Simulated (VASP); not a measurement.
# AlGaN2 (P-4m2) in VASP: notebook

AlGaN2 is run at these levels: LDA; tasks: single point.

All numbers are computed with VASP 6.6.1; they aren't measurements. Logs are shortened: lines on timing, memory, paths and dates and some standing lists are left out, and cuts for length are marked.

### 1 The cell of the first run

The structure is tetragonal, space group P-4m2 (No. 115). The conventional cell has a = 3.115 Å, b = 3.115 Å, c = 4.384 Å, α = 90.00°, β = 90.00°, γ = 90.00°. Al (site symmetry -4m2) has 4 N at 1.88 Å within 2.5 Å. Ga (site symmetry -4m2) has 4 N at 1.93 Å within 2.6 Å. Within 2.5 Å of N (site symmetry 2mm) lie 2 Al at 1.88 Å and 2 Ga at 1.93 Å.

### 2 Single point, LDA

File INCAR:

```
  PREC = Accurate
  ENCUT = 520
  EDIFF = 1E-6
  ISMEAR = 0
  SIGMA = 0.02
  LREAL = F
  LASPH = T
  NELM = 100
  ALGO = Normal
  ISIF = 2
  LWAVE = F
  LCHARG = F
  GGA = CA
  NBANDS = 21
```

File KPOINTS:

```
regular mesh
0
Gamma
  8 8 6
```

File POSCAR:

```
AlGaN2
1.0
    3.1152128962      0.0000000000      0.0000000000
    0.0000000000      3.1152128962      0.0000000000
    0.0000000000      0.0000000000      4.3839389486
Al Ga N
1 1 2
Direct
    0.5000000000      0.5000000000      0.5000000000
    0.0000000000      0.0000000000      0.0000000000
    0.5000000000      0.0000000000      0.7400738390
    0.0000000000      0.5000000000      0.2599261610
```

Potentials or basis: VASP PAW LDA potentials, release 64 (Al, Ga_d, N).

Started as:

```console
cat potpaw_LDA.64/Al/POTCAR potpaw_LDA.64/Ga_d/POTCAR potpaw_LDA.64/N/POTCAR > POTCAR
mpirun -np 1 vasp_std > vasp.out
```

OUTCAR:

```text
PREC = Accurate
   ENCUT = 520
   EDIFF = 1E-6
   ISMEAR = 0
   LREAL = F
   LASPH = T
   NELM = 100
   ISIF = 2
   GGA = CA

 ion  position               nearest neighbor table
   1  0.500  0.500  0.500-   3 1.88   4 1.88   3 1.88   4 1.88   2 3.11   2 3.11   2 3.11   2 3.11
                             2 3.11   2 3.11   2 3.11   2 3.11
   2  0.000  0.000  0.000-   3 1.93   4 1.93   4 1.93   3 1.93   1 3.11   1 3.11   1 3.11   1 3.11
                             1 3.11   1 3.11   1 3.11   1 3.11
   3  0.500  0.000  0.740-   1 1.88   1 1.88   2 1.93   2 1.93
   4  0.000  0.500  0.260-   1 1.88   1 1.88   2 1.93   2 1.93

  LATTYP: Found a simple tetragonal cell.
 ALAT       =     3.1152128962
 C/A-ratio  =     1.4072678480

  Lattice vectors:

 A1 = (   3.1152128962,   0.0000000000,   0.0000000000)
 A2 = (   0.0000000000,   3.1152128962,   0.0000000000)
 A3 = (   0.0000000000,   0.0000000000,   4.3839389486)

Analysis of symmetry for initial positions (statically):
=====================================================================
 Subroutine PRICEL returns:
 Original cell was already a primitive cell.

 Routine SETGRP: Setting up the symmetry group for a
 simple tetragonal supercell.

 Subroutine GETGRP returns: Found  8 space group operations
 (whereof  8 operations were pure point group operations)
 out of a pool of 16 trial point group operations.

The static configuration has the point symmetry D_2d.

Analysis of symmetry for dynamics (positions and initial velocities):
=====================================================================
 Subroutine PRICEL returns:
 Original cell was already a primitive cell.

 Routine SETGRP: Setting up the symmetry group for a
 simple tetragonal supercell.

 Subroutine GETGRP returns: Found  8 space group operations
 (whereof  8 operations were pure point group operations)
 out of a pool of 16 trial point group operations.

The dynamic configuration has the point symmetry D_2d.

 Subroutine INISYM returns: Found  8 space group operations
 (whereof  8 operations are pure point group operations),
 and found     1 'primitive' translations

----------------------------------------------------------------------------------------

                                     Primitive cell

  volume of cell :      42.5442

  direct lattice vectors                    reciprocal lattice vectors
     3.115212896  0.000000000  0.000000000     0.321005348  0.000000000  0.000000000
     0.000000000  3.115212896  0.000000000     0.000000000  0.321005348  0.000000000
     0.000000000  0.000000000  4.383938949     0.000000000  0.000000000  0.228105366

  length of vectors
     3.115212896  3.115212896  4.383938949     0.321005348  0.321005348  0.228105366

  position of ions in fractional coordinates (direct lattice)
     0.500000000  0.500000000  0.500000000
     0.000000000  0.000000000  0.000000000
     0.500000000  0.000000000  0.740073839
     0.000000000  0.500000000  0.259926161

  ion indices of the primitive-cell ions
   primitive index   ion index
                 1           1
                 2           2
                 3           3
                 4           4

----------------------------------------------------------------------------------------

 KPOINTS: regular mesh

Automatic generation of k-mesh.
 Grid dimensions read from file:
 generate k-points for:    8    8    6

 Generating k-lattice:

  Cartesian coordinates                     Fractional coordinates (reciprocal lattice)
     0.040125669  0.000000000  0.000000000     0.125000000  0.000000000  0.000000000
     0.000000000  0.040125669  0.000000000     0.000000000  0.125000000  0.000000000
     0.000000000  0.000000000  0.038017561     0.000000000  0.000000000  0.166666667

  Length of vectors
     0.040125669  0.040125669  0.038017561

  Shift w.r.t. Gamma in fractional coordinates (k-lattice)
     0.000000000  0.000000000  0.000000000

 Subroutine IBZKPT returns following result:
 ===========================================

 Found     60 irreducible k-points:

 Following reciprocal coordinates:
            Coordinates               Weight
  0.000000  0.000000  0.000000      1.000000
  0.125000  0.000000  0.000000      4.000000
  0.250000  0.000000  0.000000      4.000000
  0.375000  0.000000  0.000000      4.000000
  0.500000  0.000000  0.000000      2.000000
  0.125000  0.125000  0.000000      4.000000
[... 16 lines left out ...]
  0.375000  0.125000  0.166667     16.000000
  0.500000  0.125000  0.166667      8.000000
 [... further k-points ...]
   k-points           NKPTS =     60   k-points in BZ     NKDIM =     60   number of bands    NBANDS=     21
   number of dos      NEDOS =    301   number of ions     NIONS =      4
   total plane-waves  NPLWV =  20736
   dimension x,y,z NGX =    24 NGY =   24 NGZ =   36
   dimension x,y,z NGXF=    48 NGYF=   48 NGZF=   72
   ions per type =               1   1   2
   NGX,Y,Z   is equivalent  to a cutoff of  12.81, 12.81, 13.65 a.u.
   NGXF,Y,Z  is equivalent  to a cutoff of  25.62, 25.62, 27.30 a.u.
 SYSTEM =  unknown system
   PREC   = accura    normal or accurate (medium, high low for compatibility)
   ISTART =      0    job   : 0-new  1-cont  2-samecut
   ICHARG =      2    charge: 1-file 2-atom 10-const
   ISPIN  =      1    spin polarized calculation?
   LNONCOLLINEAR =      F non collinear calculations
   LSORBIT =      F    spin-orbit coupling
   LASPH  =      T    aspherical Exc in radial PAW
   ENCUT  =  520.0 eV  38.22 Ry    6.18 a.u.   5.79  5.79  8.15*2*pi/ulx,y,z
   NELM   =    100;   NELMIN=  2; NELMDL= -5     # of ELM steps
   EDIFF  = 0.1E-05   stopping-criterion for ELM
   LREAL  =      F    real-space projection
   EDIFFG = 0.1E-04   stopping-criterion for IOM
   NSW    =      0    number of steps for IOM
   IBRION =     -1    ionic relax: 0-MD 1-quasi-New 2-CG
   NFREE  =      0    steps in history (QN), initial steepest desc. (CG)
   ISIF   =      2    stress and relaxation
   ISYM   =      2    0-nonsym 1-usesym 2-fastsym
   POTIM  = 0.5000    time-step for ionic-motion
   TEBEG  =    0.0;   TEEND  =   0.0 temperature during run
   PSTRESS=    0.0 pullay stress
   NELECT =      26.0000    total number of electrons
   NUPDOWN=      -1.0000    fix difference up-down
   EMIN   =  10.00;   EMAX   =-10.00  energy-range for DOS
   EFERMI =   0.00;   METHOD = LEGACY
   ISMEAR =     0;   SIGMA  =   0.02  broadening in eV -4-tet -1-fermi 0-gaus
   EFERMI_NEDOS =   21; number of points for ismear=-14 and -15
   IALGO  =     38    algorithm
   IMIX   =      4    mixing-type and parameters
     AMIX     =   0.40;   BMIX     =  1.00
     AMIX_MAG =   1.60;   BMIX_MAG =  1.00
  volume/ion in A,a.u.               =      10.64        71.78
  Fermi-wavevector in a.u.,A,eV,Ry     =   1.389268  2.625335 26.260128  1.930065
  Thomas-Fermi vector in A             =   2.513315
   LORBIT       =      0    0 simple, 1 ext, 2 COOP (PROOUT), +10 PAW based schemes
   GGA     = CA    functional components
   LHFCALC =     F    Hartree Fock is set to
   AEXX    =    0.0000 exact exchange contribution
   IVDW    =     0    specifies the selected vdW correction
   LEPSILON=     F    determine dielectric tensor
   LRPA    =     F    only Hartree local field effects (RPA)
 non-spin polarized calculation
 Gauss-broadening in eV      SIGMA  =   0.02
  energy-cutoff  :      520.00
  volume of cell :       42.54
 maximum number of plane-waves:      1176
 NGX is ok and might be reduce to    24
   NGX = 11   NGY = 11   NGZ = 17

 number of electron      25.9999994 magnetization

 Free energy of the ion-electron system (eV)
  ---------------------------------------------------
  ext. energy  EPLUGINS =         0.00000000
  ---------------------------------------------------
  free energy    TOTEN  =       -30.31524941 eV

  energy without entropy =      -30.31524941  energy(sigma->0) =      -30.31524941

 E-fermi :   5.8223     XC(G=0): -11.8473

 val. band max:        5.6605147218   @ k =   0.0000   0.0000   0.0000
 cond. band min:       8.7280179297   @ k =   0.0000   0.0000   0.0000
 fundamental gap:      3.0675032079
 Fermi energy:         5.8222950777

 k-point     1 :       0.0000    0.0000    0.0000
  band No.  band energies     occupation
      1      -9.8936      2.00000
      2      -8.4592      2.00000
      3      -7.4290      2.00000
      4      -7.4290      2.00000
      5      -7.3822      2.00000
      6      -7.2047      2.00000
[... 13 lines left out ...]
     20      18.4679      0.00000
     21      20.6153      0.00000

 k-point     2 :       0.1250    0.0000    0.0000
  band No.  band energies     occupation
      1      -9.7539      2.00000
      2      -8.4570      2.00000
      3      -7.4388      2.00000
      4      -7.4262      2.00000
      5      -7.3565      2.00000
      6      -7.2170      2.00000
[... 13 lines left out ...]
     20      18.2755      0.00000
     21      20.1689      0.00000

 k-point     3 :       0.2500    0.0000    0.0000
  band No.  band energies     occupation
      1      -9.3825      2.00000
      2      -8.4643      2.00000
      3      -7.4231      2.00000
      4      -7.4193      2.00000
      5      -7.2712      2.00000
      6      -7.2464      2.00000
[... 13 lines left out ...]
     20      17.7254      0.00000
     21      19.1596      0.00000
[... 457 lines left out ...]
 k-point    23 :       0.3750    0.1250    0.1667
  band No.  band energies     occupation
      1      -8.8381      2.00000
      2      -8.4810      2.00000
      3      -7.4229      2.00000
      4      -7.3302      2.00000
      5      -7.2983      2.00000
      6      -6.9274      2.00000
[... 13 lines left out ...]
     20      17.8223      0.00000
     21      18.0974      0.00000

 k-point    24 :       0.5000    0.1250    0.1667
  band No.  band energies     occupation
      1      -8.6757      2.00000
      2      -8.5111      2.00000
      3      -7.4160      2.00000
      4      -7.3144      2.00000
      5      -7.3116      2.00000
      6      -6.5453      2.00000
[... 13 lines left out ...]
     20      17.8617      0.00000
     21      17.8813      0.00000

 [... further k-points ...]
[... 5 lines left out ...]
  --------------------------------------------------------------------------------------
  -------------------------------------------------------------------------------------
  Total        0.2376492      0.2376492      0.2436755      0.0000000      0.0000000      0.0000000
  in kB        8.9496688      8.9496688      9.1766146      0.0000000      0.0000000      0.0000000
  external PRESSURE =       9.0253174 kB  Pullay stress =       0.0000000 kB

 VOLUME and BASIS-vectors are now :
 -----------------------------------------------------------------------------
  energy-cutoff  :      520.00
  volume of cell :       42.54
      direct lattice vectors                 reciprocal lattice vectors
     3.115212896  0.000000000  0.000000000     0.321005348  0.000000000  0.000000000
     0.000000000  3.115212896  0.000000000     0.000000000  0.321005348  0.000000000
     0.000000000  0.000000000  4.383938949     0.000000000  0.000000000  0.228105366

 POSITION                                       TOTAL-FORCE (eV/Angst)
 -----------------------------------------------------------------------------------
      1.55761      1.55761      2.19197         0.000000      0.000000      0.000000
      0.00000      0.00000      0.00000         0.000000     -0.000000      0.000000
      1.55761      0.00000      3.24444         0.000000      0.000000     -0.033141
      0.00000      1.55761      1.13950         0.000000      0.000000      0.033141
 -----------------------------------------------------------------------------------
    total drift:                                0.000000      0.000000     -0.000000

  FREE ENERGIE OF THE ION-ELECTRON SYSTEM (eV)
  ---------------------------------------------------
  free  energy   TOTEN  =       -30.3152494131 eV

  energy  without entropy=      -30.3152494131  energy(sigma->0) =      -30.31524941
```

Run time: 27 s. Hardware: 1 thread of Intel Xeon 6975P-C, shared host; peak memory 0.17 GiB.

Results:

| Property | Result |
| --- | --- |
| Free energy | -30.3152 eV |
| Pressure | 0.9 GPa |
| Largest force | 0.033 eV/Å |
| Band gap on the k mesh | 3.07 eV, direct |

Forces on the atoms (eV/Å):
```
Al   0.000  0.000  0.000
Ga   0.000  0.000  0.000
N    0.000  0.000 -0.033
N    0.000  0.000  0.033
```

A k mesh can miss the band edges. As with any semilocal functional, this LDA gap is likely too small.

### 3 Single point, LDA

Changes to INCAR since step 2:

```diff
@@ -4,6 +4,6 @@
   ISMEAR = 0
-  SIGMA = 0.02
+  SIGMA = 0.05
   LREAL = F
   LASPH = T
-  NELM = 100
+  NELM = 60
   ALGO = Normal
```

KPOINTS is that of step 2.

POSCAR is that of step 2.

Potentials or basis: VASP PAW LDA potentials, release 64 (Al, Ga_d, N).

Started as:

```console
cat potpaw_LDA.64/Al/POTCAR potpaw_LDA.64/Ga_d/POTCAR potpaw_LDA.64/N/POTCAR > POTCAR
mpirun -np 1 vasp_std > vasp.out
```

Run time: 32 s. Hardware: 1 thread of Intel Xeon 6975P-C, shared host; peak memory 0.17 GiB.

It converged, with:

| Property | Result |
| --- | --- |
| Free energy | -30.3152 eV |
| Pressure | 0.9 GPa |
| Largest force | 0.033 eV/Å |
| Band gap on the k mesh | 3.07 eV, direct |

Forces on the atoms (eV/Å):
```
Al   0.000  0.000  0.000
Ga   0.000  0.000  0.000
N    0.000  0.000 -0.033
N    0.000  0.000  0.033
```

Levels at points of the mesh, in eV from the valence-band top:
```
           k point  band 9  band 10  band 11  band 12  band 13  band 14  band 15  band 16  band 17  band 18
(0.00, 0.00, 0.00)   -2.41    -2.41    -0.22     0.00     0.00     3.07     3.49     7.58    11.29    11.29
(0.50, 0.00, 0.00)   -4.51    -3.04    -2.95    -1.00    -0.73     7.18     7.27     8.01     8.46    10.26
(0.50, 0.50, 0.00)   -5.05    -2.37    -2.34    -2.34    -2.32     3.25     3.25     6.36     8.73    12.55
(0.00, 0.00, 0.50)   -2.54    -1.62    -1.62    -1.03    -1.03     5.31     5.44     8.03     9.23    11.25
(0.50, 0.00, 0.50)   -6.36    -0.98    -0.89    -0.62    -0.60     5.33     6.69     9.20     9.51    10.21
(0.50, 0.50, 0.50)   -4.44    -4.12    -3.36    -3.35    -3.35     6.16     6.16     9.04    10.91    11.20
```

A k mesh can miss the band edges.
